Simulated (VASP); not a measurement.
# YN (Fm-3m) in VASP: single point with PBEsol

Aim: the single point of YN with PBEsol.

Program: VASP 6.6.1. These are calculated values, not measurements. Logs are shortened: lines on timing, memory, paths and dates and some standing lists are left out, and cuts for length are marked.

## Step 1: The cell of the first run

The structure is cubic, space group Fm-3m (No. 225). The conventional cell has a = 4.877 Å, b = 4.877 Å, c = 4.877 Å, α = 90.00°, β = 90.00°, γ = 90.00°. Within 3.2 Å of Y (site symmetry m-3m) lie 6 N at 2.44 Å. N (site symmetry m-3m) has 6 Y at 2.44 Å within 3.2 Å.

## Step 2: Single point, PBEsol

INCAR

```
SYSTEM = YN
PREC = Accurate
ENCUT = 600
EDIFF = 1E-6
ISMEAR = 0
SIGMA = 0.1
LREAL = .False.
LASPH = .True.
NELM = 120
ALGO = Normal
ISIF = 2
LWAVE = .False.
LCHARG = .True.
GGA = PS
LELF = .True.
LVHAR = .True.
NBANDS = 15
GGA_COMPAT = .False.
```

KPOINTS

```
regular mesh
0
Gamma
  6 6 6
  0 0 0
```

POSCAR

```
YN
1.0
    0.0000000000      2.4385000000      2.4385000000
    2.4385000000      0.0000000000      2.4385000000
    2.4385000000      2.4385000000      0.0000000000
Y N
1 1
Direct
    0.0000000000      0.0000000000      0.0000000000
    0.5000000000      0.5000000000      0.5000000000
```

Potentials or basis: VASP PAW PBE potentials, release 64 (Y_sv, N).

Started as:

```sh
> cat potpaw_PBE.64/Y_sv/POTCAR potpaw_PBE.64/N/POTCAR > POTCAR
> mpirun -np 1 vasp_std > vasp.out
```

OUTCAR:

```text
SYSTEM = YN
   PREC = Accurate
   ENCUT = 600
   EDIFF = 1E-6
   ISMEAR = 0
   LREAL = .False.
   LASPH = .True.
   NELM = 120
   ISIF = 2
   GGA = PS

 ion  position               nearest neighbor table
   1  0.000  0.000  0.000-   2 2.44   2 2.44   2 2.44   2 2.44   2 2.44   2 2.44
   2  0.500  0.500  0.500-   1 2.44   1 2.44   1 2.44   1 2.44   1 2.44   1 2.44

  LATTYP: Found a face centered cubic cell.
 ALAT       =     4.8770000000

  Lattice vectors:

 A1 = (   0.0000000000,   2.4385000000,   2.4385000000)
 A2 = (   2.4385000000,   0.0000000000,   2.4385000000)
 A3 = (   2.4385000000,   2.4385000000,   0.0000000000)

Analysis of symmetry for initial positions (statically):
=====================================================================
 Subroutine PRICEL returns:
 Original cell was already a primitive cell.

 Routine SETGRP: Setting up the symmetry group for a
 face centered cubic supercell.

 Subroutine GETGRP returns: Found 48 space group operations
 (whereof 48 operations were pure point group operations)
 out of a pool of 48 trial point group operations.

The static configuration has the point symmetry O_h .

Analysis of symmetry for dynamics (positions and initial velocities):
=====================================================================
 Subroutine PRICEL returns:
 Original cell was already a primitive cell.

 Routine SETGRP: Setting up the symmetry group for a
 face centered cubic supercell.

 Subroutine GETGRP returns: Found 48 space group operations
 (whereof 48 operations were pure point group operations)
 out of a pool of 48 trial point group operations.

The dynamic configuration has the point symmetry O_h .

 Subroutine INISYM returns: Found 48 space group operations
 (whereof 48 operations are pure point group operations),
 and found     1 'primitive' translations

----------------------------------------------------------------------------------------

                                     Primitive cell

  volume of cell :      29.0000

  direct lattice vectors                    reciprocal lattice vectors
     0.000000000  2.438500000  2.438500000    -0.205044084  0.205044084  0.205044084
     2.438500000  0.000000000  2.438500000     0.205044084 -0.205044084  0.205044084
     2.438500000  2.438500000  0.000000000     0.205044084  0.205044084 -0.205044084

  length of vectors
     3.448559772  3.448559772  3.448559772     0.355146772  0.355146772  0.355146772

  position of ions in fractional coordinates (direct lattice)
     0.000000000  0.000000000  0.000000000
     0.500000000  0.500000000  0.500000000

  ion indices of the primitive-cell ions
   primitive index   ion index
                 1           1
                 2           2

----------------------------------------------------------------------------------------

 KPOINTS: regular mesh

Automatic generation of k-mesh.
 Grid dimensions read from file:
 generate k-points for:    6    6    6

 Generating k-lattice:

  Cartesian coordinates                     Fractional coordinates (reciprocal lattice)
    -0.034174014  0.034174014  0.034174014     0.166666667  0.000000000  0.000000000
     0.034174014 -0.034174014  0.034174014     0.000000000  0.166666667  0.000000000
     0.034174014  0.034174014 -0.034174014     0.000000000  0.000000000  0.166666667

  Length of vectors
     0.059191129  0.059191129  0.059191129

  Shift w.r.t. Gamma in fractional coordinates (k-lattice)
     0.000000000  0.000000000  0.000000000

 Subroutine IBZKPT returns following result:
 ===========================================

 Found     16 irreducible k-points:

 Following reciprocal coordinates:
            Coordinates               Weight
  0.000000  0.000000  0.000000      1.000000
  0.166667  0.000000  0.000000      8.000000
  0.333333  0.000000  0.000000      8.000000
  0.500000  0.000000  0.000000      4.000000
  0.166667  0.166667  0.000000      6.000000
  0.333333  0.166667  0.000000     24.000000
[... 8 lines left out ...]
 -0.333333  0.333333  0.166667     24.000000
 -0.333333  0.500000  0.166667     12.000000
   k-points           NKPTS =     16   k-points in BZ     NKDIM =     16   number of bands    NBANDS=     15
   number of dos      NEDOS =    301   number of ions     NIONS =      2
   total plane-waves  NPLWV =  21952
   dimension x,y,z NGX =    28 NGY =   28 NGZ =   28
   dimension x,y,z NGXF=    56 NGYF=   56 NGZF=   56
   ions per type =               1   1
   NGX,Y,Z   is equivalent  to a cutoff of  13.50, 13.50, 13.50 a.u.
   NGXF,Y,Z  is equivalent  to a cutoff of  27.00, 27.00, 27.00 a.u.
 SYSTEM =  YN
   PREC   = accura    normal or accurate (medium, high low for compatibility)
   ISTART =      0    job   : 0-new  1-cont  2-samecut
   ICHARG =      2    charge: 1-file 2-atom 10-const
   ISPIN  =      1    spin polarized calculation?
   LNONCOLLINEAR =      F non collinear calculations
   LSORBIT =      F    spin-orbit coupling
   LASPH  =      T    aspherical Exc in radial PAW
   ENCUT  =  600.0 eV  44.10 Ry    6.64 a.u.   6.89  6.89  6.89*2*pi/ulx,y,z
   NELM   =    120;   NELMIN=  2; NELMDL= -5     # of ELM steps
   EDIFF  = 0.1E-05   stopping-criterion for ELM
   LREAL  =      F    real-space projection
   EDIFFG = 0.1E-04   stopping-criterion for IOM
   NSW    =      0    number of steps for IOM
   IBRION =     -1    ionic relax: 0-MD 1-quasi-New 2-CG
   NFREE  =      0    steps in history (QN), initial steepest desc. (CG)
   ISIF   =      2    stress and relaxation
   ISYM   =      2    0-nonsym 1-usesym 2-fastsym
   POTIM  = 0.5000    time-step for ionic-motion
   TEBEG  =    0.0;   TEEND  =   0.0 temperature during run
   PSTRESS=    0.0 pullay stress
   NELECT =      16.0000    total number of electrons
   NUPDOWN=      -1.0000    fix difference up-down
   EMIN   =  10.00;   EMAX   =-10.00  energy-range for DOS
   EFERMI =   0.00;   METHOD = LEGACY
   ISMEAR =     0;   SIGMA  =   0.10  broadening in eV -4-tet -1-fermi 0-gaus
   EFERMI_NEDOS =   21; number of points for ismear=-14 and -15
   IALGO  =     38    algorithm
   IMIX   =      4    mixing-type and parameters
     AMIX     =   0.40;   BMIX     =  1.00
     AMIX_MAG =   1.60;   BMIX_MAG =  1.00
  volume/ion in A,a.u.               =      14.50        97.85
  Fermi-wavevector in a.u.,A,eV,Ry     =   1.342710  2.537353 24.529520  1.802869
  Thomas-Fermi vector in A             =   2.470842
   LORBIT       =      0    0 simple, 1 ext, 2 COOP (PROOUT), +10 PAW based schemes
   GGA     = PS    functional components
   LHFCALC =     F    Hartree Fock is set to
   AEXX    =    0.0000 exact exchange contribution
   IVDW    =     0    specifies the selected vdW correction
   LEPSILON=     F    determine dielectric tensor
   LRPA    =     F    only Hartree local field effects (RPA)
 non-spin polarized calculation
 Gauss-broadening in eV      SIGMA  =   0.10
  energy-cutoff  :      600.00
  volume of cell :       29.00
 maximum number of plane-waves:       982
   NGX = 13   NGY = 13   NGZ = 13

 number of electron      16.0000002 magnetization

 Free energy of the ion-electron system (eV)
  ---------------------------------------------------
  ext. energy  EPLUGINS =         0.00000000
  ---------------------------------------------------
  free energy    TOTEN  =       -19.12063484 eV

  energy without entropy =      -19.11934269  energy(sigma->0) =      -19.11998876

 E-fermi :   4.1013     XC(G=0): -11.4807

 val. band max:        4.0573683574   @ k =   0.0000   0.0000   0.0000
 cond. band min:       4.1452265697   @ k =   0.5000   0.5000   0.0000
 fundamental gap:      0.0878582122
 Fermi energy:         4.1012972526

 k-point     1 :       0.0000    0.0000    0.0000
  band No.  band energies     occupation
      1     -36.6115      2.00000
      2     -16.2732      2.00000
      3     -16.2732      2.00000
      4     -16.2732      2.00000
      5      -8.8288      2.00000
      6       4.0574      1.46557
      7       4.0574      1.46557
      8       4.0574      1.46556
      9       7.1544      0.00000
     10       7.1544      0.00000
     11       7.1544      0.00000
     12       8.1926      0.00000
     13       9.1805      0.00000
     14       9.1805      0.00000
     15      14.7710      0.00000

 k-point     2 :       0.1667    0.0000    0.0000
  band No.  band energies     occupation
      1     -36.5803      2.00000
      2     -16.6056      2.00000
      3     -16.2954      2.00000
      4     -16.2954      2.00000
      5      -8.3577      2.00000
      6       2.6123      2.00000
      7       3.2501      2.00000
      8       3.2501      2.00000
      9       7.3495      0.00000
     10       7.8089      0.00000
     11       7.8089      0.00000
     12       9.5765      0.00000
     13      10.4703      0.00000
     14      10.4703      0.00000
     15      16.4433      0.00000

 k-point     3 :       0.3333    0.0000    0.0000
  band No.  band energies     occupation
      1     -36.5171      2.00000
      2     -17.1899      2.00000
      3     -16.3391      2.00000
      4     -16.3391      2.00000
      5      -7.4483      2.00000
      6       0.6995      2.00000
      7       2.1804      2.00000
      8       2.1804      2.00000
      9       8.2870      0.00000
     10       9.3638      0.00000
     11       9.3638      0.00000
     12      11.2672      0.00000
     13      12.8590      0.00000
     14      12.8590      0.00000
     15      18.0213      0.00000
[... 199 lines left out ...]
 k-point    15 :      -0.3333    0.3333    0.1667
  band No.  band energies     occupation
      1     -36.4549      2.00000
      2     -17.1170      2.00000
      3     -16.7669      2.00000
      4     -16.5373      2.00000
      5      -7.6559      2.00000
      6       1.2878      2.00000
      7       2.3470      2.00000
      8       2.3684      2.00000
      9       8.2257      0.00000
     10       8.4324      0.00000
     11      11.4321      0.00000
     12      11.8729      0.00000
     13      13.3754      0.00000
     14      16.0438      0.00000
     15      16.4591      0.00000

 k-point    16 :      -0.3333    0.5000    0.1667
  band No.  band energies     occupation
      1     -36.4450      2.00000
      2     -17.0300      2.00000
      3     -16.7563      2.00000
      4     -16.6828      2.00000
      5      -7.9989      2.00000
      6       2.2664      2.00000
      7       2.4800      2.00000
      8       2.6837      2.00000
      9       6.4169      0.00000
     10       9.7301      0.00000
     11      11.3718      0.00000
     12      12.0594      0.00000
     13      12.6868      0.00000
     14      15.8437      0.00000
     15      16.1528      0.00000

------------------------ aborting loop because EDIFF is reached ----------------------------------------

  FORCE on cell =-STRESS in cart. coord.  units (eV):
  Direction    XX          YY          ZZ          XY          YZ          ZX
  --------------------------------------------------------------------------------------
  -------------------------------------------------------------------------------------
  Total       -0.4032013     -0.4032013     -0.4032013     -0.0000000     -0.0000000     -0.0000000
  in kB      -22.2758490    -22.2758490    -22.2758490     -0.0000000     -0.0000000     -0.0000000
  external PRESSURE =     -22.2758490 kB  Pullay stress =       0.0000000 kB

 VOLUME and BASIS-vectors are now :
 -----------------------------------------------------------------------------
  energy-cutoff  :      600.00
  volume of cell :       29.00
      direct lattice vectors                 reciprocal lattice vectors
     0.000000000  2.438500000  2.438500000    -0.205044084  0.205044084  0.205044084
     2.438500000  0.000000000  2.438500000     0.205044084 -0.205044084  0.205044084
     2.438500000  2.438500000  0.000000000     0.205044084  0.205044084 -0.205044084

 POSITION                                       TOTAL-FORCE (eV/Angst)
 -----------------------------------------------------------------------------------
      0.00000      0.00000      0.00000         0.000000     -0.000000     -0.000000
      2.43850      2.43850      2.43850        -0.000000      0.000000      0.000000
 -----------------------------------------------------------------------------------
    total drift:                                0.000000      0.000000      0.000000

  FREE ENERGIE OF THE ION-ELECTRON SYSTEM (eV)
  ---------------------------------------------------
  free  energy   TOTEN  =       -19.1206348399 eV

  energy  without entropy=      -19.1193426895  energy(sigma->0) =      -19.11998876
```

It took 27 s on 1 thread of AMD EPYC 7R13, shared host; peak memory 0.15 GiB.

Results:

```yaml
Free_energy: -19.1206 eV
Pressure: -2.2 GPa
Band_gap_on_the_k_mesh: 0.09 eV, indirect (least direct gap 0.47 eV)
```

Caveat: the PAW data sets were made with another functional, which shifts forces and pressure a little. A k mesh can miss the band edges.
